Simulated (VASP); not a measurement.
Input of a VASP 6.6.1 run:

Contents of INCAR:

```
PREC = Accurate ; ENCUT = 520
EDIFF = 1E-6 ; ISMEAR = 0
SIGMA = 0.02 ; LREAL = False
LASPH = True ; NELM = 100
ALGO = Normal ; ISIF = 2
LWAVE = False ; LCHARG = True
GGA = PE ; LELF = True
LVHAR = True ; NBANDS = 56
```

File KPOINTS:

```
regular mesh
0
Gamma
  4 4 4
```

File POSCAR:

```
BeCd2Te3
1.0
    3.8326804291     -6.7163438721      0.0000173728
    3.8326804291      6.7163438721      0.0000173728
   -2.4167211011      0.0000000000      7.2160310062
Be Cd Te
2 4 6
Direct
    0.9262407393      0.0781530548      0.0039637086
    0.0781530548      0.9262407393      0.5039637086
    0.5894558518      0.4171675537      0.0007802607
    0.2399921595      0.7553022690      0.0002790867
    0.4171675537      0.5894558518      0.5007802607
    0.7553022690      0.2399921595      0.5002790867
    0.9615076076      0.8299846715      0.1546306477
    0.6572621039      0.1140167707      0.1077209626
    0.2559458019      0.4249714162      0.1076253337
    0.4249714162      0.2559458019      0.6076253337
    0.8299846715      0.9615076076      0.6546306477
    0.1140167707      0.6572621039      0.6077209626
```

Potentials or basis: VASP PAW PBE potentials, release 64 (Be, Cd, Te).

Launch:

```console
$ cat potpaw_PBE.64/Be/POTCAR potpaw_PBE.64/Cd/POTCAR potpaw_PBE.64/Te/POTCAR > POTCAR
$ mpirun -np 1 vasp_std > vasp.out
```

Predict the pressure.

0.1 GPa.

Estimate the band gap on the k mesh.

1.27 eV.

Forces in eV/Å, atoms in the order of the input:
```
Be  -0.001 -0.002 -0.005
Be  -0.001  0.002 -0.005
Cd  -0.003 -0.001  0.000
Cd   0.001  0.002 -0.001
Cd  -0.003  0.001  0.000
Cd   0.001 -0.002 -0.001
Te   0.008  0.005  0.009
Te  -0.001 -0.001 -0.001
Te  -0.005 -0.005 -0.003
Te  -0.005  0.005 -0.003
Te   0.008 -0.005  0.009
Te  -0.001  0.001 -0.001
```

Caveat: spin-orbit coupling is left out, which moves the levels of the heavy elements.
